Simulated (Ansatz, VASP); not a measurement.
# One calculation of AlCo, two programs

```
Al Co
1.0
     5.12296    0.00000    0.00000
    -2.56148    4.43662    0.00000
     0.00000    0.00000    3.81859
Al Co
3 3
Direct
  0.50000 0.00000 0.00000
  0.50000 0.50000 0.00000
  0.00000 0.50000 0.00000
  0.00000 0.00000 0.00000
  0.33333 0.66667 0.50000
  0.66667 0.33333 0.50000
```

Alike in both runs: task relaxation of cell and atoms; functional PBE; k mesh 12 × 12 × 10; occupations gaussian, width 0.1 eV; no spin polarisation.

|  | VASP | Ansatz |
| --- | --- | --- |
| version | VASP 6.6.1 | Ansatz 0.2.0 |
| potentials or method | VASP PAW PBE potentials, release 64 (Al, Co), cutoff 600 eV | scalar-relativistic, plane waves, PAW |
| valence electrons in the cell | 36 | 60 |

```csv
,VASP,Ansatz,Ansatz less VASP
"gap on the k mesh at the Fermi level, each at its own relaxed structure (eV)",none,none,-
relaxed volume (Å³/atom),14.47,14.47,-0.005
relaxed length of the cell vector where the two differ most in proportion (Å),3.811,3.815,+0.0044
```

A gap of «none» marks a metal or a gap that the smearing closes. VASP's potentials hold 36 valence electrons a cell and Ansatz's 60, so a difference there can come from the potentials and not from the codes.
